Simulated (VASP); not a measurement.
# NiO: single point with PBE+U

Crystal: NiO.

```
CELL_PARAMETERS angstrom
0.00000 2.12617 2.12617
2.12617 0.00000 2.12617
4.24935 4.24935 0.00299
ATOMIC_POSITIONS crystal
Ni 0.00000 0.00000 0.00000
Ni 0.00000 0.00000 0.50000
O 0.50000 0.50000 0.25000
O 0.50000 0.50000 0.75000
```

```yaml
Program: VASP 6.6.1
Task: single point
Functional: PBE
Potentials_or_basis: VASP PAW PBE potentials, release 64 (Ni, O)
Cutoff: 520 eV
k_mesh: 10 × 10 × 5
Occupations: gaussian, width 0.05 eV
Spin: collinear spin, antiferromagnetic start
Starting_moments: "[1.85, -1.85, 0.0, 0.0] μB"
Hubbard_terms: Ni d U = 6.0 eV
```

The pressure is -7.9 GPa, the band gap on the k mesh is 3.06 eV and the net moment is 0.00 μB per cell. The site moments are Ni +1.75, -1.75; O +0.00 μB. The valence electrons inside the program's atomic spheres are Ni 8.91; O 5.00.

Levels at points of the mesh, in eV from the valence-band top:
Spin up:
```csv
k point,band 12,band 13,band 14,band 15,band 16,band 17,band 18,band 19,band 20,band 21
"(0.00, 0.00, 0.00)",-0.67,-0.67,-0.66,-0.66,-0.65,3.06,4.20,4.20,7.17,11.34
"(0.50, 0.00, 0.00)",-1.96,-1.95,-1.93,-0.59,-0.49,4.37,4.50,7.18,7.51,11.33
```
Spin down:
```csv
k point,band 13,band 14,band 15,band 16,band 17,band 18,band 19,band 20
"(0.00, 0.00, 0.00)",-0.67,-0.66,-0.66,-0.65,3.06,4.20,4.20,7.17
"(0.50, 0.00, 0.00)",-1.95,-1.93,-0.59,-0.49,4.37,4.50,7.18,7.51
```

Eigenvalues of the final occupation matrices:
```
    site  spin  trace               eigenvalues
site 1 d     1   4.99  0.98 0.98 0.98 1.02 1.02
site 1 d     2   3.23  0.15 0.15 0.98 0.98 0.98
site 2 d     1   3.23  0.15 0.15 0.98 0.98 0.98
site 2 d     2   4.99  0.98 0.98 0.98 1.02 1.02
```

Run time: 3.6 min on 1 thread of Intel Xeon 8259CL, with other jobs on the host, peak memory 0.25 GiB.

Caveat: the cell stands under tension; an odd mesh through Γ misses points on the zone boundary, where band edges can lie.
